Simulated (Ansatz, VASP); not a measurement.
## TaN in VASP and in Ansatz

```
Ta N
1.0
     0.00000    2.04299    2.04299
     2.20863   -0.16565    2.20863
     2.20863    2.20863   -0.16565
Ta N
1 1
Cartesian
  2.2086 2.0430 2.0430
  0.0000 0.0000 0.0000
```

Change from the starting cell: strain -0.1500 x Voigt [0, 0, 0, 1, 0, 0], atoms carried along.

Alike in both runs: task single point; functional PBE; k mesh 24 × 24 × 24; occupations gaussian, width 0.15 eV; no spin polarisation.

```csv
,VASP,Ansatz
version,VASP 6.6.1,Ansatz 0.2.0
potentials or method,"VASP PAW PBE potentials, release 64 (Ta_pv, N), cutoff 520 eV","scalar-relativistic, plane waves, PAW"
valence electrons in the cell,16,18
```

|  | VASP | Ansatz | Ansatz less VASP |
| --- | --- | --- | --- |
| gap on the k mesh at the Fermi level (eV) | none | none | - |
| pressure (GPa) | 3.5 | 2.7 | -0.79 |
| traceless stress, the component that is largest in VASP (GPa) | -6.06 | -5.99 | +0.067 |

A gap of «none» marks a metal or a gap that the smearing closes. VASP's potentials hold 16 valence electrons a cell and Ansatz's 18, so a difference there can come from the potentials and not from the codes.

Spin-orbit coupling is off throughout.
